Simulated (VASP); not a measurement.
# H18CO9 in VASP: a series of runs

Runs on H18CO9. Level: r2SCAN. Tasks: single point.

All numbers are computed with VASP 6.6.1; they aren't measurements. Logs are shortened: lines on timing, memory, paths and dates and some standing lists are left out, and cuts for length are marked.

## Step 1: The cell of the first run

The cell holds a disordered packing, 28 atoms: a = 6.702 Å, b = 6.702 Å, c = 6.702 Å, α = 90.00°, β = 90.00°, γ = 90.00°.

## Step 2: Single point, r2SCAN

Contents of POSCAR:

```
H18CO9
1.0
    6.7017590000      0.0000000000      0.0000000000
    0.0000000000      6.7017590000      0.0000000000
    0.0000000000      0.0000000000      6.7017590000
O H C
9 18 1
Direct
    0.4744195435      0.0337902691      0.7915945772
    0.5160223975      0.9051601857      0.4152067752
    0.0601123639      0.4749993812      0.1322068371
    0.3518318234      0.7542670080      1.0563091684
    0.1237049141      0.2248150245      0.8123368542
    0.8419986556      0.9714142227      0.9461539820
    0.7777550489      0.1886432339      0.2901085787
    0.1076809080      0.5072258861      0.5252032080
    0.7008145243      0.5896110235      0.8412950688
    0.4775544400     -0.0196019762      0.6546196436
    0.6128817849      0.0308008413      0.8403800789
    0.5919492679      1.0205976527      0.3675134463
    0.4426506872      0.8579203077      0.2989154965
    0.1348763151      0.5920648118      0.0880255900
    0.0830722354      0.3778216888      0.0244110479
    0.3796305082      0.8601131642      0.9577890854
    0.4532505794      0.6559403712      1.0272676970
    0.2622751538      0.1767118724      0.8121564491
    0.1151025562      0.3175545041      0.6992372384
    0.9527915803      1.0346857562      0.8741116977
    0.8372611404      0.8292780742      0.9170274616
    0.8090738210      0.3225089340      0.2460776513
    0.8189599316      0.1050277158      0.1782367457
    0.1573743939      0.6414359378      0.5356243891
    0.0995299623      0.4788474569      0.3811807205
    0.7190073810      0.6207244050      0.5427601040
    0.6383590150      0.3702560290      0.6461929760
    0.6890588674      0.5247737187      0.6726172314
```

Contents of INCAR.step1:

```
  PREC = Accurate
  ENCUT = 1100
  ISMEAR = -1
  SIGMA = 0.05
  LREAL = Auto
  LASPH = True
  NELM = 120
  NBANDS = 58
  GGA = PE
  ALGO = Normal
  EDIFF = 1E-5
  LWAVE = True
  LCHARG = False
  GGA_COMPAT = False
```

Contents of INCAR.step2:

```
  PREC = Accurate
  ENCUT = 1100
  EDIFF = 1E-6
  ISMEAR = -1
  SIGMA = 0.05
  LREAL = Auto
  LASPH = True
  NELM = 120
  ALGO = Normal
  ISIF = 2
  LWAVE = False
  LCHARG = False
  METAGGA = R2SCAN
  LMIXTAU = True
  NBANDS = 58
  ISTART = 1
  GGA_COMPAT = False
```

Contents of KPOINTS:

```
Automatic mesh
0
Gamma
  1 1 1
```

Potentials or basis: VASP PAW PBE potentials, release 64 (O_h, H_h, C_h).

Run with:

```console
$ cat potpaw_PBE.64/O_h/POTCAR potpaw_PBE.64/H_h/POTCAR potpaw_PBE.64/C_h/POTCAR > POTCAR
$ cp INCAR.step1 INCAR
$ mpirun -np 1 vasp_gam > vasp.out
$ cp INCAR.step2 INCAR
$ mpirun -np 1 vasp_gam > vasp.out
```

OUTCAR:

```text
PREC = Accurate
   ENCUT = 1100
   EDIFF = 1E-6
   ISMEAR = -1
   LREAL = Auto
   LASPH = True
   NELM = 120
   ISIF = 2
   METAGGA = R2SCAN
   ISTART = 1

 ion  position               nearest neighbor table
   1  0.474  0.034  0.792-  11 0.98  10 0.99
   2  0.516  0.905  0.415-  13 0.97  12 0.98
   3  0.060  0.475  0.132-  14 0.98  15 0.98
   4  0.352  0.754  0.056-  17 0.97  16 0.99
   5  0.124  0.225  0.812-  19 0.98  18 0.98
   6  0.842  0.971  0.946-  21 0.97  20 0.98
   7  0.778  0.189  0.290-  22 0.97  23 0.98
   8  0.108  0.507  0.525-  24 0.96  25 0.99
   9  0.701  0.590  0.841-  28 1.21
  10  0.478  0.980  0.655-   1 0.99
  11  0.613  0.031  0.840-   1 0.98
  12  0.592  0.021  0.368-   2 0.98
  13  0.443  0.858  0.299-   2 0.97
  14  0.135  0.592  0.088-   3 0.98
[... 11 lines left out ...]
  26  0.719  0.621  0.543-  28 1.10
  27  0.638  0.370  0.646-  28 1.10
  28  0.689  0.525  0.673-  26 1.10  27 1.10   9 1.21

  LATTYP: Found a simple cubic cell.
 ALAT       =     6.7017590000

  Lattice vectors:

 A1 = (   6.7017590000,   0.0000000000,   0.0000000000)
 A2 = (   0.0000000000,   6.7017590000,   0.0000000000)
 A3 = (   0.0000000000,   0.0000000000,   6.7017590000)

Analysis of symmetry for initial positions (statically):
=====================================================================
 Subroutine PRICEL returns:
 Original cell was already a primitive cell.

 Routine SETGRP: Setting up the symmetry group for a
 simple cubic supercell.

 Subroutine GETGRP returns: Found  1 space group operations
 (whereof  1 operations were pure point group operations)
 out of a pool of 48 trial point group operations.

The static configuration has the point symmetry C_1 .

Analysis of symmetry for dynamics (positions and initial velocities):
=====================================================================
 Subroutine PRICEL returns:
 Original cell was already a primitive cell.

 Routine SETGRP: Setting up the symmetry group for a
 simple cubic supercell.

 Subroutine GETGRP returns: Found  1 space group operations
 (whereof  1 operations were pure point group operations)
 out of a pool of 48 trial point group operations.

The dynamic configuration has the point symmetry C_1 .

 Subroutine INISYM returns: Found  1 space group operations
 (whereof  1 operations are pure point group operations),
 and found     1 'primitive' translations

----------------------------------------------------------------------------------------

                                     Primitive cell

  volume of cell :     300.9999

  direct lattice vectors                    reciprocal lattice vectors
     6.701759000  0.000000000  0.000000000     0.149214557  0.000000000  0.000000000
     0.000000000  6.701759000  0.000000000     0.000000000  0.149214557  0.000000000
     0.000000000  0.000000000  6.701759000     0.000000000  0.000000000  0.149214557

  length of vectors
     6.701759000  6.701759000  6.701759000     0.149214557  0.149214557  0.149214557

  position of ions in fractional coordinates (direct lattice)
     0.474419543  0.033790269  0.791594577
     0.516022398  0.905160186  0.415206775
     0.060112364  0.474999381  0.132206837
     0.351831823  0.754267008  0.056309168
     0.123704914  0.224815025  0.812336854
     0.841998656  0.971414223  0.946153982
[... 20 lines left out ...]
     0.638359015  0.370256029  0.646192976
     0.689058867  0.524773719  0.672617231

  ion indices of the primitive-cell ions
   primitive index   ion index
                 1           1
                 2           2
                 3           3
                 4           4
                 5           5
                 6           6
[... 20 lines left out ...]
                27          27
                28          28

----------------------------------------------------------------------------------------

 KPOINTS: Automatic mesh

Automatic generation of k-mesh.
 Grid dimensions read from file:
 generate k-points for:    1    1    1

 Generating k-lattice:

  Cartesian coordinates                     Fractional coordinates (reciprocal lattice)
     0.149214557  0.000000000  0.000000000     1.000000000  0.000000000  0.000000000
     0.000000000  0.149214557  0.000000000     0.000000000  1.000000000  0.000000000
     0.000000000  0.000000000  0.149214557     0.000000000  0.000000000  1.000000000

  Length of vectors
     0.149214557  0.149214557  0.149214557

  Shift w.r.t. Gamma in fractional coordinates (k-lattice)
     0.000000000  0.000000000  0.000000000

 Subroutine IBZKPT returns following result:
 ===========================================

 Found      1 irreducible k-points:

 Following reciprocal coordinates:
            Coordinates               Weight
  0.000000  0.000000  0.000000      1.000000
   k-points           NKPTS =      1   k-points in BZ     NKDIM =      1   number of bands    NBANDS=     58
   number of dos      NEDOS =    301   number of ions     NIONS =     28
   total plane-waves  NPLWV = 373248
   dimension x,y,z NGX =    72 NGY =   72 NGZ =   72
   dimension x,y,z NGXF=   144 NGYF=  144 NGZF=  144
   ions per type =               9  18   1
   NGX,Y,Z   is equivalent  to a cutoff of  17.86, 17.86, 17.86 a.u.
   NGXF,Y,Z  is equivalent  to a cutoff of  35.72, 35.72, 35.72 a.u.
 SYSTEM =  unknown system
   PREC   = accura    normal or accurate (medium, high low for compatibility)
   ISTART =      1    job   : 0-new  1-cont  2-samecut
   ICHARG =      0    charge: 1-file 2-atom 10-const
   ISPIN  =      1    spin polarized calculation?
   LNONCOLLINEAR =      F non collinear calculations
   LSORBIT =      F    spin-orbit coupling
   LASPH  =      T    aspherical Exc in radial PAW
   ENCUT  = 1100.0 eV  80.85 Ry    8.99 a.u.  18.12 18.12 18.12*2*pi/ulx,y,z
   NELM   =    120;   NELMIN=  2; NELMDL=  0     # of ELM steps
   EDIFF  = 0.1E-05   stopping-criterion for ELM
   LREAL  =      T    real-space projection
   EDIFFG = 0.1E-04   stopping-criterion for IOM
   NSW    =      0    number of steps for IOM
   IBRION =     -1    ionic relax: 0-MD 1-quasi-New 2-CG
   NFREE  =      0    steps in history (QN), initial steepest desc. (CG)
   ISIF   =      2    stress and relaxation
   ISYM   =      2    0-nonsym 1-usesym 2-fastsym
   POTIM  = 0.5000    time-step for ionic-motion
   TEBEG  =    0.0;   TEEND  =   0.0 temperature during run
   PSTRESS=    0.0 pullay stress
   NELECT =      76.0000    total number of electrons
   NUPDOWN=      -1.0000    fix difference up-down
   EMIN   =  10.00;   EMAX   =-10.00  energy-range for DOS
   EFERMI =   0.00;   METHOD = LEGACY
   ISMEAR =    -1;   SIGMA  =   0.05  broadening in eV -4-tet -1-fermi 0-gaus
   EFERMI_NEDOS =   21; number of points for ismear=-14 and -15
   IALGO  =     38    algorithm
   IMIX   =      4    mixing-type and parameters
     AMIX     =   0.40;   BMIX     =  1.00
     AMIX_MAG =   1.60;   BMIX_MAG =  1.00
  volume/ion in A,a.u.               =      10.75        72.54
  Fermi-wavevector in a.u.,A,eV,Ry     =   1.034722  1.955342 14.567086  1.070651
  Thomas-Fermi vector in A             =   2.169031
   LORBIT       =      0    0 simple, 1 ext, 2 COOP (PROOUT), +10 PAW based schemes
   METAGGA = R2SCAN    functional components
   LHFCALC =     F    Hartree Fock is set to
   AEXX    =    0.0000 exact exchange contribution
   IVDW    =     0    specifies the selected vdW correction
   LEPSILON=     F    determine dielectric tensor
   LRPA    =     F    only Hartree local field effects (RPA)
 non-spin polarized calculation
  energy-cutoff  :     1100.00
  volume of cell :      301.00
 maximum number of plane-waves:     12443
   NGX = 37   NGY = 37   NGZ = 37

 number of electron      75.9999999 magnetization

 Free energy of the ion-electron system (eV)
  ---------------------------------------------------
  ext. energy  EPLUGINS =         0.00000000
  ---------------------------------------------------
  free energy    TOTEN  =      -151.57512168 eV

  energy without entropy =     -151.57512168  energy(sigma->0) =     -151.57512168

 E-fermi :  -2.1732     XC(G=0):  -6.8467

 val. band max:       -3.4756124935   @ k =   0.0000   0.0000   0.0000
 cond. band min:       0.8941325844   @ k =   0.0000   0.0000   0.0000
 fundamental gap:      4.3697450778
 Fermi energy:        -2.1731572518

 k-point     1 :       0.0000    0.0000    0.0000
  band No.  band energies     occupation
      1     -25.0251      2.00000
      2     -23.9482      2.00000
      3     -23.6316      2.00000
      4     -23.5596      2.00000
      5     -23.2246      2.00000
      6     -23.1651      2.00000
[... 42 lines left out ...]
     49       7.2634      0.00000
     50       7.4039      0.00000
 [bands above 50 left out]

------------------------ aborting loop because EDIFF is reached ----------------------------------------

  FORCE on cell =-STRESS in cart. coord.  units (eV):
  Direction    XX          YY          ZZ          XY          YZ          ZX
  --------------------------------------------------------------------------------------
  -------------------------------------------------------------------------------------
  Total       -0.1539845     -0.5694708      0.2808064     -0.4072991     -0.0180227     -0.0066435
  in kB       -0.8196361     -3.0312073      1.4946903     -2.1679917     -0.0959321     -0.0353624
  external PRESSURE =      -0.7853844 kB  Pullay stress =       0.0000000 kB

 VOLUME and BASIS-vectors are now :
 -----------------------------------------------------------------------------
  energy-cutoff  :     1100.00
  volume of cell :      301.00
      direct lattice vectors                 reciprocal lattice vectors
     6.701759000  0.000000000  0.000000000     0.149214557  0.000000000  0.000000000
     0.000000000  6.701759000  0.000000000     0.000000000  0.149214557  0.000000000
     0.000000000  0.000000000  6.701759000     0.000000000  0.000000000  0.149214557

 POSITION                                       TOTAL-FORCE (eV/Angst)
 -----------------------------------------------------------------------------------
      3.17945      0.22645      5.30508        -0.080443      0.011601     -0.000566
      3.45826      6.06617      2.78262        -0.028606      0.059538     -0.004852
      0.40286      3.18333      0.88602         0.021305      0.047601     -0.261526
      2.35789      5.05492      0.37737        -0.026562     -0.012747      0.053249
      0.82904      1.50666      5.44409         0.112697      0.009426      0.068640
      5.64287      6.51018      6.34090         0.017721     -0.024895     -0.031824
[... 20 lines left out ...]
      4.27813      2.48137      4.33063         0.113655     -0.005600     -0.047322
      4.61791      3.51691      4.50772        -0.199069      0.088081      0.019394
 -----------------------------------------------------------------------------------
    total drift:                               -0.001047      0.005525     -0.009556

  FREE ENERGIE OF THE ION-ELECTRON SYSTEM (eV)
  ---------------------------------------------------
  free  energy   TOTEN  =      -151.5751216751 eV

  energy  without entropy=     -151.5751216751  energy(sigma->0) =     -151.57512168
```

Wall time 5.2 min (1 thread of Intel Xeon Platinum 8259CL at 2.50GHz (Skylake/Cascade Lake), shared host); peak memory 0.82 GiB.

What came out:

```
Free energy   : -151.5751 eV
Pressure      : -0.1 GPa
Largest force : 0.267 eV/Å
```

Forces on the atoms (eV/Å):
```
O   -0.080  0.012 -0.001
O   -0.029  0.060 -0.005
O    0.021  0.048 -0.262
O   -0.027 -0.013  0.053
O    0.113  0.009  0.069
O    0.018 -0.025 -0.032
O   -0.006  0.087 -0.007
O    0.018  0.004  0.063
O    0.043 -0.020  0.021
H    0.008 -0.013 -0.044
H    0.004  0.010  0.017
H    0.015 -0.015  0.033
H   -0.004 -0.022 -0.001
H   -0.022 -0.033  0.124
H   -0.029  0.009  0.144
H    0.038  0.015 -0.047
H    0.055 -0.021 -0.004
H   -0.091 -0.038 -0.021
H   -0.014  0.034  0.009
H   -0.013  0.045  0.025
H   -0.011  0.049 -0.048
H    0.013 -0.066  0.035
H   -0.002 -0.027 -0.037
H    0.015 -0.043  0.020
H   -0.009 -0.022 -0.062
H    0.060 -0.108 -0.014
H    0.114 -0.006 -0.047
C   -0.199  0.088  0.019
```

Stress tensor (GPa, compression positive):
```
-0.08 -0.22  0.00
-0.22 -0.30 -0.01
 0.00 -0.01  0.15
```

Levels at points of the mesh, in eV from the Fermi level:
| k point | band 35 | band 36 | band 37 | band 38 | band 39 | band 40 | band 41 | band 42 |
| --- | --- | --- | --- | --- | --- | --- | --- | --- |
| (0.00, 0.00, 0.00) | -2.15 | -2.09 | -1.94 | -1.30 | 3.07 | 3.98 | 6.64 | 7.08 |

Caveat: the k points lie up to 0.94 Å⁻¹ apart, too coarse for converged energies, forces and pressures; the PAW data sets were made with another functional, which shifts forces and pressure a little.

## Step 3: Single point, r2SCAN

Contents of POSCAR:

```
H18CO9
1.0
    6.7017590000      0.0000000000      0.0000000000
    0.0000000000      6.7017590000      0.0000000000
    0.0000000000      0.0000000000      6.7017590000
O H C
9 18 1
Direct
    0.4807245381      0.0253963176      0.7761096751
    0.4958548942      0.9052847170      0.4022227597
    0.0713842440      0.4969292390      0.1393962391
    0.3624720018      0.7403280243      1.0497691725
    0.1462750302      0.2205988010      0.8255892222
    0.8212918429      0.9677310091      0.9368585173
    0.7585322003      0.2012904373      0.2920427309
    0.1216844712      0.5090305396      0.5244742462
    0.7100374693      0.6095414652      0.8542384171
    0.4869617066     -0.0505389704      0.6540969319
    0.5980370228     -0.0074458064      0.8579837025
    0.5902181800      1.0037663246      0.3655159787
    0.4507622551      0.8453004651      0.2825228421
    0.1644792061      0.6081537698      0.0943334429
    0.0682059740      0.4051622865      0.0316782504
    0.3505199157      0.8634300338      0.9578380840
    0.4680413008      0.6484417002      0.9899938210
    0.2810306966      0.1461108942      0.8190387031
    0.1436637754      0.2871186505      0.6961306726
    0.8971823666      1.0636908907      0.8595653768
    0.8551038615      0.8342436665      0.9195645501
    0.8266486455      0.3284510828      0.3027414146
    0.7280029019      0.1746407175      0.1527061776
    0.0787703646      0.6475165699      0.5234595873
    0.1297420573      0.4748604061      0.3847944995
    0.7692905698      0.5547648013      0.5651352130
    0.5963359769      0.3758267046      0.6866555482
    0.6913856496      0.5136114265      0.7018306686
```

Contents of INCAR.step1:

```
SYSTEM = H18CO9
ALGO = Normal ; EDIFF = 1E-5
ENCUT = 1100 ; GGA = PE
GGA_COMPAT = .FALSE. ; ISMEAR = -1
LASPH = .TRUE. ; LCHARG = .FALSE.
LREAL = Auto ; LWAVE = .TRUE.
NBANDS = 58 ; NELM = 120
PREC = Accurate ; SIGMA = 0.05
```

Contents of INCAR.step2:

```
SYSTEM = H18CO9
ALGO = Normal ; EDIFF = 1E-6
ENCUT = 1100 ; GGA_COMPAT = .FALSE.
ISIF = 2 ; ISMEAR = -1
ISTART = 1 ; LASPH = .TRUE.
LCHARG = .FALSE. ; LMIXTAU = .TRUE.
LREAL = Auto ; LWAVE = .FALSE.
METAGGA = R2SCAN ; NBANDS = 58
NELM = 120 ; PREC = Accurate
SIGMA = 0.05
```

Contents of KPOINTS:

```
k-points
0
G
  1 1 1
  0 0 0
```

Potentials or basis: VASP PAW PBE potentials, release 64 (O_h, H_h, C_h).

Run with:

```console
$ cat potpaw_PBE.64/O_h/POTCAR potpaw_PBE.64/H_h/POTCAR potpaw_PBE.64/C_h/POTCAR > POTCAR
$ cp INCAR.step1 INCAR
$ mpirun -np 1 vasp_gam > vasp.out
$ cp INCAR.step2 INCAR
$ mpirun -np 1 vasp_gam > vasp.out
```

It took 6.1 min on 1 thread of Intel Xeon Platinum 8259CL at 2.50GHz (Skylake/Cascade Lake), shared host; peak memory 0.83 GiB.

The run converged. Its results:

```
Free energy   : -150.3485 eV
Pressure      : 0.5 GPa
Largest force : 2.904 eV/Å
```

Forces in eV/Å, atoms in the order of the input:
```
O   -0.712  0.326  0.814
O   -0.260 -0.404  1.475
O    0.250  1.587  0.426
O    0.739  0.569 -1.554
O    0.984 -0.677 -0.493
O   -0.981  2.588  0.878
O   -0.244  0.124  0.070
O   -0.066  0.528  0.870
O   -0.341 -0.734 -0.151
H   -0.079 -0.210 -0.800
H    0.514  0.057 -0.248
H    0.801  0.911 -0.199
H   -0.464 -0.677 -1.017
H   -0.629 -1.084  0.364
H    0.319 -0.859 -0.855
H    0.607 -1.949  0.883
H   -1.191  1.498  0.597
H   -1.424  0.738  0.104
H   -0.123  0.288  0.342
H    0.858 -0.530  0.038
H    0.696 -1.705 -0.584
H   -0.086 -0.279 -0.474
H    0.594  0.273  0.381
H    0.317 -0.492  0.028
H   -0.066 -0.039 -0.842
H    0.134  0.236 -0.180
H    0.247  0.534  0.457
C   -0.394 -0.618 -0.330
```

Stress tensor (GPa, compression positive):
```
-0.20  0.89 -0.05
 0.89 -0.29  0.90
-0.05  0.90  2.11
```

Levels at points of the mesh, in eV from the Fermi level:
| k point | band 36 | band 37 | band 38 | band 39 | band 40 | band 41 |
| --- | --- | --- | --- | --- | --- | --- |
| (0.00, 0.00, 0.00) | -1.54 | -1.33 | -1.19 | 3.00 | 4.29 | 6.90 |

Caveat: the k points lie up to 0.94 Å⁻¹ apart, too coarse for converged energies, forces and pressures; the atoms stand as in a frame of molecular dynamics; the PAW data sets were made with another functional, which shifts forces and pressure a little.

[end of part 1 of 2]
